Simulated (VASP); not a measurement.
Write the native input for VASP 6.6.1 that does the following.

```
Task                   : single point
Functional             : PBE
Dispersion             : D3(BJ)
Potentials or basis    : VASP PAW PBE potentials, release 64 (Hf_pv, S)
Cutoff                 : 400 eV
k mesh                 : 2 × 2 × 2, shifted
Occupations            : gaussian, width 0.01 eV
Spin                   : no spin polarisation
Dipole correction      : no
Further INCAR settings : ALGO = Normal; EDIFF = 1e-06; NBANDS = 115
```

The structure of Hf9S17 (a cell with a defect) lies in POSCAR:

```
Hf9S17
1.0
    0.0000000000      6.2455376441     -5.7703877075
    5.4087942601     -3.1227688221     -5.7703877075
   -5.4087942601     -3.1227688221     -5.7703877075
Hf S
9 17
Direct
    0.3382837913      0.0063598037      0.6725102781
    0.6721790864      0.6725541482      0.6725140599
    0.3319306598      0.3350540314      0.3350467868
    0.0008462178      0.3350529085      0.6660949985
    0.6447914772     -0.0210360761      0.3492239473
    0.3382886803      0.6725090602      1.0063577041
    0.0008657591      0.6660773411      0.3350547042
    0.6446919903      0.3492121879      0.9788571949
    0.0149508537     -0.0211437683      0.9788514308
    0.1896114602      0.8704760474      0.1940794976
    0.8599168620      0.5238542218      0.8704702725
    0.5362612749      0.5238700105      0.1940833925
    0.1896101798      0.1940746809      0.8704997075
    0.8599956360      0.8704575967      0.5238656417
    0.5331347072      0.8673666777      0.8673683994
    0.1961957326      0.5303857195      0.5303964657
    0.5362220486      0.1941513927      0.5239109846
    0.1396048883      0.1378086859      0.4737874228
    0.4622501330      0.7964336657      0.4801303903
    0.1395976489      0.4737891036      0.1377892316
    0.8035725022      0.4738160820      0.4738133752
    0.4806507197      0.1383343186      0.1383451077
    0.1459698394      0.7963383352      0.7963291592
    0.8040977235      0.8147863678      0.1383820512
    0.4621726095      0.4802206680      0.7963397224
    0.8041095449      0.1383346200      0.8147687469
```

This cell differs from its parent crystal: atoms taken out, then relaxed in part.

The input as run:

INCAR

```
  PREC = Accurate
  ENCUT = 400
  EDIFF = 1E-6
  ISMEAR = 0
  SIGMA = 0.01
  LREAL = False
  LASPH = True
  NELM = 120
  ALGO = Normal
  ISIF = 2
  LWAVE = False
  LCHARG = False
  GGA = PE
  IVDW = 12
  NBANDS = 115
  GGA_COMPAT = False
```

KPOINTS

```
Automatic mesh
0
Gamma
  2 2 2
  0.5 0.5 0.5
```

Potentials or basis: VASP PAW PBE potentials, release 64 (Hf_pv, S).

Launch:

```bash
$ cat potpaw_PBE.64/Hf_pv/POTCAR potpaw_PBE.64/S/POTCAR > POTCAR
$ mpirun -np 1 vasp_std > vasp.out
```

It gave:

The pressure is -0.7 GPa, the largest force is 0.070 eV/Å and the band gap on the k mesh is 0.09 eV. The dispersion energy per atom is -0.330 eV.

Caveat: the cell differs from its parent crystal (atoms taken out, then relaxed in part); spin-orbit coupling is left out, which moves the levels of the heavy elements.

Wall time 9.7 min on 1 thread of Oxide Virtual Turin-like Processor, with other jobs on the host, peak memory 0.44 GiB.
